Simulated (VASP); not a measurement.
# HgTe (I4/mmm) in VASP: a series of runs, part 2 of 2

VASP 6.6.1. Earlier steps stand in the parts before.

**3. Electric field gradients, LDA (zz strain of +1 %)**

The input, INCAR:

```
PREC     = Accurate       # precision mode
ENCUT    = 520            # plane-wave cutoff, eV
EDIFF    = 1E-8           # SCF threshold, eV
ISMEAR   = -1             # smearing method
SIGMA    = 0.08           # smearing width, eV
LREAL    = False          # projectors in reciprocal space
LASPH    = True           # aspherical terms in the spheres
NELM     = 60             # most SCF steps
ALGO     = Normal         # electronic algorithm
ISIF     = 2              # what is computed and relaxed
LWAVE    = False          # write WAVECAR
LCHARG   = False          # write CHGCAR
LEFG     = True         
NBANDS   = 16             # bands
```

The input, KPOINTS:

```
Automatic mesh
0
Gamma
  10 10 10
```

The input, POSCAR:

```
HgTe
1.0
    0.0000000000      2.9215000000      2.9507150000
    2.9215000000      0.0000000000      2.9507150000
    2.9215000000      2.9215000000      0.0000000000
Hg Te
1 1
Direct
    0.0000000000      0.0000000000      0.0000000000
    0.5000000000      0.5000000000      0.5000000000
```

Potentials or basis: VASP PAW LDA potentials, release 64 (Hg, Te).

Run with:

```sh
cat potpaw_LDA.64/Hg/POTCAR potpaw_LDA.64/Te/POTCAR > POTCAR
mpirun -np 1 vasp_std > vasp.out
```

OUTCAR:

```text
PREC = Accurate
   ENCUT = 520
   EDIFF = 1E-8
   ISMEAR = -1
   LREAL = False
   LASPH = True
   NELM = 60
   ISIF = 2

 ion  position               nearest neighbor table
   1  0.000  0.000  0.000-   2 2.92   2 2.92   2 2.92   2 2.92   2 2.95   2 2.95
   2  0.500  0.500  0.500-   1 2.92   1 2.92   1 2.92   1 2.92   1 2.95   1 2.95

  LATTYP: Found a body centered tetragonal cell.
 ALAT       =     4.1316249225
 C/A-ratio  =     1.4283556980

  Lattice vectors:

 A1 = (  -2.9215000000,   0.0000000000,   2.9507150000)
 A2 = (   2.9215000000,   0.0000000000,   2.9507150000)
 A3 = (   0.0000000000,   2.9215000000,  -2.9507150000)

Analysis of symmetry for initial positions (statically):
=====================================================================
 Subroutine PRICEL returns:
 Original cell was already a primitive cell.

 Routine SETGRP: Setting up the symmetry group for a
 body centered tetragonal supercell.

[... 645 lines left out ...]
     0.000000000  2.921500000  2.950715000    -0.171144960  0.171144960  0.169450455
     2.921500000  0.000000000  2.950715000     0.171144960 -0.171144960  0.169450455
     2.921500000  2.921500000  0.000000000     0.171144960  0.171144960 -0.169450455

 POSITION                                       TOTAL-FORCE (eV/Angst)
 -----------------------------------------------------------------------------------
      0.00000      0.00000      0.00000         0.000000      0.000000     -0.000000
      2.92150      2.92150      2.95072        -0.000000     -0.000000      0.000000
 -----------------------------------------------------------------------------------
    total drift:                                0.000000     -0.000000     -0.000000

  FREE ENERGIE OF THE ION-ELECTRON SYSTEM (eV)
  ---------------------------------------------------
  free  energy   TOTEN  =        -4.9099587335 eV

  energy  without entropy=       -4.8971085658  energy(sigma->0) =       -4.90353365

 Electric field gradients (V/A^2)
---------------------------------------------------------------------
 ion       V_xx      V_yy      V_zz      V_xy      V_xz      V_yz
---------------------------------------------------------------------
   1      -9.874    -9.874    19.749     0.001     0.000     0.000
   2       6.715     6.715   -13.430    -0.000    -0.000    -0.000
---------------------------------------------------------------------

 Electric field gradients after diagonalization (V/A^2)
 (convention: |V_zz| > |V_xx| > |V_yy|)
----------------------------------------------------------------------
 ion       V_xx      V_yy      V_zz     asymmetry (V_yy - V_xx)/ V_zz
----------------------------------------------------------------------
   1      -9.875    -9.874    19.749       0.000
   2       6.715     6.715   -13.430       0.000
----------------------------------------------------------------------

           NMR quadrupolar parameters

 Cq : quadrupolar parameter    Cq=e*Q*V_zz/h
 eta: asymmetry parameters     (V_yy - V_xx)/ V_zz
 Q  : nuclear electric quadrupole moment in mb (millibarn)
----------------------------------------------------------------------
 ion       Cq(MHz)       eta       Q (mb)
----------------------------------------------------------------------
   1       0.048       0.000       1.000
   2      -0.032       0.000       1.000
----------------------------------------------------------------------
```

It took 45 s on 1 thread of Intel Xeon Platinum 8488C (Sapphire Rapids), shared host; peak memory 0.22 GiB.

Results:

* Free energy: -4.9100 eV
* Pressure: 3.5 GPa
* Band gap on the k mesh: zero (band 9 reaches 6.11 eV, above the bottom of band 10 at 2.90 eV)

Levels at points of the mesh, in eV from the Fermi level:
| k point | band 6 | band 7 | band 8 | band 9 | band 10 | band 11 | band 12 | band 13 |
| --- | --- | --- | --- | --- | --- | --- | --- | --- |
| (0.00, 0.00, 0.00) | -7.13 | -0.91 | -0.91 | -0.84 | -0.51 | 7.69 | 7.72 | 7.72 |
| (0.50, 0.00, 0.00) | -6.90 | -6.03 | 0.39 | 0.46 | 2.41 | 3.69 | 3.78 | 4.26 |
| (0.50, 0.50, 0.00) | -6.00 | -5.11 | -2.92 | -2.74 | -2.74 | 4.69 | 9.77 | 9.77 |
| (0.50, 0.00, 0.50) | -5.98 | -5.12 | -3.00 | -2.84 | -2.73 | 4.63 | 9.58 | 9.89 |

Electric field gradients, principal values (V/Å²):
| atom | least | middle | greatest (by size) |
| --- | --- | --- | --- |
| 1 Hg | -9.874 | -9.875 | 19.749 |
| 2 Te | 6.715 | 6.715 | -13.430 |

Caveat: the cell differs from its parent crystal (zz strain of +1 %); without QUAD_EFG the Cq values of the log hold for a quadrupole moment of 1 mb, not for the nuclei; spin-orbit coupling is left out, which moves the levels of the heavy elements.

**4. Electric field gradients, LDA (zz strain of +1 %)**

The input, INCAR:

```
ALGO = Normal ; EDIFF = 1E-8
ENCUT = 520 ; GGA = CA
ISIF = 2 ; ISMEAR = -1
LASPH = True ; LCHARG = False
LEFG = True ; LREAL = False
LWAVE = False ; NBANDS = 16
NELM = 80 ; PREC = Accurate
SIGMA = 0.08
```

The input, KPOINTS:

```
k-points
0
Gamma
  10 10 10
```

POSCAR is that of step 3.

Potentials or basis: VASP PAW LDA potentials, release 64 (Hg, Te).

Run with:

```sh
cat potpaw_LDA.64/Hg/POTCAR potpaw_LDA.64/Te/POTCAR > POTCAR
mpirun -np 1 vasp_std > vasp.out
```

OUTCAR:

```text
EDIFF = 1E-8
   ENCUT = 520
   GGA = CA
   ISIF = 2
   ISMEAR = -1
   LASPH = True
   LREAL = False
   NELM = 80
   PREC = Accurate

 ion  position               nearest neighbor table
   1  0.000  0.000  0.000-   2 2.92   2 2.92   2 2.92   2 2.92   2 2.95   2 2.95
   2  0.500  0.500  0.500-   1 2.92   1 2.92   1 2.92   1 2.92   1 2.95   1 2.95

  LATTYP: Found a body centered tetragonal cell.
 ALAT       =     4.1316249225
 C/A-ratio  =     1.4283556980

  Lattice vectors:

 A1 = (  -2.9215000000,   0.0000000000,   2.9507150000)
 A2 = (   2.9215000000,   0.0000000000,   2.9507150000)
[... 668 lines left out ...]
  free  energy   TOTEN  =        -4.9099587335 eV

  energy  without entropy=       -4.8971085658  energy(sigma->0) =       -4.90353365

 Electric field gradients (V/A^2)
---------------------------------------------------------------------
 ion       V_xx      V_yy      V_zz      V_xy      V_xz      V_yz
---------------------------------------------------------------------
   1      -9.874    -9.874    19.749     0.001     0.000     0.000
   2       6.715     6.715   -13.430    -0.000    -0.000    -0.000
---------------------------------------------------------------------

 Electric field gradients after diagonalization (V/A^2)
 (convention: |V_zz| > |V_xx| > |V_yy|)
----------------------------------------------------------------------
 ion       V_xx      V_yy      V_zz     asymmetry (V_yy - V_xx)/ V_zz
----------------------------------------------------------------------
   1      -9.875    -9.874    19.749       0.000
   2       6.715     6.715   -13.430       0.000
----------------------------------------------------------------------

           NMR quadrupolar parameters

 Cq : quadrupolar parameter    Cq=e*Q*V_zz/h
 eta: asymmetry parameters     (V_yy - V_xx)/ V_zz
 Q  : nuclear electric quadrupole moment in mb (millibarn)
----------------------------------------------------------------------
 ion       Cq(MHz)       eta       Q (mb)
----------------------------------------------------------------------
   1       0.048       0.000       1.000
   2      -0.032       0.000       1.000
----------------------------------------------------------------------
```

OSZICAR:

```text
N       E                     dE             d eps       ncg     rms          rms(c)
DAV:   1     0.106433446317E+03    0.10643E+03   -0.84102E+03  3320   0.101E+03
DAV:   2    -0.174659369694E+01   -0.10818E+03   -0.10034E+03  3832   0.236E+02
DAV:   3    -0.511633815752E+01   -0.33697E+01   -0.33575E+01  4080   0.429E+01
DAV:   4    -0.513943284257E+01   -0.23095E-01   -0.23093E-01  4272   0.350E+00
DAV:   5    -0.513976685994E+01   -0.33402E-03   -0.33402E-03  4168   0.369E-01    0.967E+00
DAV:   6    -0.492319344205E+01    0.21657E+00   -0.42724E-01  4120   0.907E+00    0.723E+00
DAV:   7    -0.491239134833E+01    0.10802E-01   -0.74234E-02  4000   0.194E+00    0.229E+00
DAV:   8    -0.491022086495E+01    0.21705E-02   -0.78978E-03  3752   0.106E+00    0.530E-01
DAV:   9    -0.490995937860E+01    0.26149E-03   -0.43258E-04  4344   0.228E-01    0.750E-02
DAV:  10    -0.490995822574E+01    0.11529E-05   -0.35922E-05  4032   0.501E-02    0.376E-02
DAV:  11    -0.490995901609E+01   -0.79035E-06   -0.44297E-06  4224   0.146E-02    0.126E-02
DAV:  12    -0.490995872981E+01    0.28629E-06   -0.71710E-07  3712   0.570E-03    0.655E-03
DAV:  13    -0.490995873348E+01   -0.36734E-08   -0.65415E-08  4416   0.161E-03
   1 F= -.49099587E+01 E0= -.49035336E+01  d E =-.128502E-01
```

Run time: 60 s. Hardware: 1 thread of Intel Xeon Platinum 8488C (Sapphire Rapids), shared host; peak memory 0.22 GiB.

What came out:

| Quantity | Value |
| --- | --- |
| Free energy | -4.9100 eV |
| Pressure | 3.5 GPa |
| Band gap on the k mesh | zero (band 9 reaches 6.11 eV, above the bottom of band 10 at 2.90 eV) |

Electric field gradients, principal values (V/Å²):
| atom | least | middle | greatest (by size) |
| --- | --- | --- | --- |
| 1 Hg | -9.874 | -9.875 | 19.749 |
| 2 Te | 6.715 | 6.715 | -13.430 |

Caveat: the cell differs from its parent crystal (zz strain of +1 %); without QUAD_EFG the Cq values of the log hold for a quadrupole moment of 1 mb, not for the nuclei; spin-orbit coupling is left out, which moves the levels of the heavy elements.

**5. Electric field gradients, LDA (zz strain of +3 %)**

The input, INCAR:

```
PREC     = Accurate       # precision mode
ENCUT    = 520            # plane-wave cutoff, eV
EDIFF    = 1E-8           # SCF threshold, eV
ISMEAR   = -1             # smearing method
SIGMA    = 0.08           # smearing width, eV
LREAL    = False          # projectors in reciprocal space
LASPH    = True           # aspherical terms in the spheres
NELM     = 80             # most SCF steps
ALGO     = Normal         # electronic algorithm
ISIF     = 2              # what is computed and relaxed
LWAVE    = False          # write WAVECAR
LCHARG   = False          # write CHGCAR
GGA      = CA             # functional
LEFG     = True         
NBANDS   = 16             # bands
```

The input, KPOINTS:

```
regular mesh
0
Gamma
  10 10 10
```

The input, POSCAR:

```
HgTe
1.0
    0.0000000000      2.9215000000      3.0091450000
    2.9215000000      0.0000000000      3.0091450000
    2.9215000000      2.9215000000      0.0000000000
Hg Te
1 1
Direct
    0.0000000000      0.0000000000      0.0000000000
    0.5000000000      0.5000000000      0.5000000000
```

Potentials or basis: VASP PAW LDA potentials, release 64 (Hg, Te).

Run with:

```sh
cat potpaw_LDA.64/Hg/POTCAR potpaw_LDA.64/Te/POTCAR > POTCAR
mpirun -np 1 vasp_std > vasp.out
```

OUTCAR:

```text
PREC = Accurate
   ENCUT = 520
   EDIFF = 1E-8
   ISMEAR = -1
   LREAL = False
   LASPH = True
   NELM = 80
   ISIF = 2
   GGA = CA

 ion  position               nearest neighbor table
   1  0.000  0.000  0.000-   2 2.92   2 2.92   2 2.92   2 2.92   2 3.01   2 3.01
   2  0.500  0.500  0.500-   1 2.92   1 2.92   1 2.92   1 2.92   1 3.01   1 3.01

  LATTYP: Found a body centered tetragonal cell.
 ALAT       =     4.1316249225
 C/A-ratio  =     1.4566399692

  Lattice vectors:

 A1 = (  -2.9215000000,   0.0000000000,   3.0091450000)
 A2 = (   2.9215000000,   0.0000000000,   3.0091450000)
 A3 = (   0.0000000000,   2.9215000000,  -3.0091450000)

Analysis of symmetry for initial positions (statically):
=====================================================================
 Subroutine PRICEL returns:
 Original cell was already a primitive cell.

[... 645 lines left out ...]
  energy-cutoff  :      520.00
  volume of cell :       51.37
      direct lattice vectors                 reciprocal lattice vectors
     0.000000000  2.921500000  3.009145000    -0.171144960  0.171144960  0.166160155
     2.921500000  0.000000000  3.009145000     0.171144960 -0.171144960  0.166160155
     2.921500000  2.921500000  0.000000000     0.171144960  0.171144960 -0.166160155

 POSITION                                       TOTAL-FORCE (eV/Angst)
 -----------------------------------------------------------------------------------
      0.00000      0.00000      0.00000         0.000000      0.000000      0.000000
      2.92150      2.92150      3.00915        -0.000000     -0.000000     -0.000000
 -----------------------------------------------------------------------------------
    total drift:                                0.000000     -0.000000     -0.000000

  FREE ENERGIE OF THE ION-ELECTRON SYSTEM (eV)
  ---------------------------------------------------
  free  energy   TOTEN  =        -4.9186533288 eV

  energy  without entropy=       -4.9035245146  energy(sigma->0) =       -4.91108892

 Electric field gradients (V/A^2)
---------------------------------------------------------------------
 ion       V_xx      V_yy      V_zz      V_xy      V_xz      V_yz
---------------------------------------------------------------------
   1     -27.790   -27.790    55.580     0.001     0.000     0.000
   2      22.427    22.427   -44.855    -0.000    -0.000    -0.000
---------------------------------------------------------------------

 Electric field gradients after diagonalization (V/A^2)
 (convention: |V_zz| > |V_xx| > |V_yy|)
----------------------------------------------------------------------
 ion       V_xx      V_yy      V_zz     asymmetry (V_yy - V_xx)/ V_zz
----------------------------------------------------------------------
   1     -27.791   -27.789    55.580       0.000
   2      22.427    22.427   -44.855       0.000
----------------------------------------------------------------------

           NMR quadrupolar parameters

 Cq : quadrupolar parameter    Cq=e*Q*V_zz/h
 eta: asymmetry parameters     (V_yy - V_xx)/ V_zz
 Q  : nuclear electric quadrupole moment in mb (millibarn)
----------------------------------------------------------------------
 ion       Cq(MHz)       eta       Q (mb)
----------------------------------------------------------------------
   1       0.134       0.000       1.000
   2      -0.108       0.000       1.000
----------------------------------------------------------------------
```

stdout:

```text
POSCAR found type information on POSCAR HgTe
 POSCAR found :  2 types and       2 ions
 scaLAPACK will be used
 LDA part: xc-table for (Slater(with rela. corr.)+CA(PZ))
 , standard interpolation
 POSCAR, INCAR and KPOINTS ok, starting setup
 FFT: planning ... GRIDC
 FFT: planning ... GRID_SOFT
 FFT: planning ... GRID
 WAVECAR not read
 entering main loop
ion   1

ion   2
```

It took 83 s on 1 thread of Intel Xeon Platinum 8488C (Sapphire Rapids), shared host; peak memory 0.22 GiB.

What came out:

* Free energy: -4.9187 eV
* Pressure: 2.1 GPa
* Band gap on the k mesh: zero (band 9 reaches 5.91 eV, above the bottom of band 10 at 2.79 eV)

Electric field gradients, principal values (V/Å²):
| atom | least | middle | greatest (by size) |
| --- | --- | --- | --- |
| 1 Hg | -27.789 | -27.791 | 55.580 |
| 2 Te | 22.427 | 22.427 | -44.855 |

Caveat: the cell differs from its parent crystal (zz strain of +3 %); without QUAD_EFG the Cq values of the log hold for a quadrupole moment of 1 mb, not for the nuclei; spin-orbit coupling is left out, which moves the levels of the heavy elements.

**6. Summary**

```tsv
cell	gap on the mesh (eV)	pressure (GPa)
a = 4.091, b = 4.091, c = 4.049 Å, angles 60.3, 60.3, 59.3°, 2 atoms	none	8.4
a = 4.152, b = 4.152, c = 4.132 Å, angles 60.2, 60.2, 59.7°, 2 atoms	none	3.5
a = 4.194, b = 4.194, c = 4.132 Å, angles 60.5, 60.5, 59.0°, 2 atoms	none	2.1
```

Alike in all rows: task electric field gradients; level LDA; potentials or basis VASP PAW LDA potentials, release 64 (Hg, Te); no spin polarisation; k mesh 10 × 10 × 10; cutoff (eV) 520; smearing fermi-dirac 0.08 eV.

Caveats: spin-orbit coupling is left out, which moves the levels of the heavy elements.

Absolute energies hang on the potentials; compare differences alone.
